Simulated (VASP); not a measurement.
The system is Ge.

```
Ge
1.0
     1.39715   -2.60052    0.00000
     1.39715    2.60052    0.00000
     0.00000    0.00000    2.69823
Ge
1
Direct
  0.50000 0.50000 0.00000
```

Base run:

| Quantity | Value |
| --- | --- |
| Program | VASP 6.6.1 |
| Functional | PBEsol |
| Potentials or basis | VASP PAW PBE potentials, release 64 (Ge_d) |
| Cutoff | 520 eV |
| k mesh | 11 × 11 × 10 |
| Occupations | methfessel-paxton, width 0.1 eV |
| Spin | no spin polarisation |

Its results: band gap on the k mesh zero (band 7 reaches 12.73 eV, above the bottom of band 8 at 3.66 eV); pressure -4.2 GPa.

Task: The run is repeated on the same cell with these changes: functional from PBEsol to BLYP; further incar settings from ALGO = Normal; EDIFF = 1e-07; NBANDS = 13 to ALGO = Normal; EDIFF = 1e-06; NBANDS = 13. What comes out?

Result: Band gap on the k mesh zero (band 7 reaches 13.24 eV, above the bottom of band 8 at 4.38 eV); pressure 5.4 GPa.

Caveats: the PAW data sets were made with another functional, which shifts forces and pressure a little.
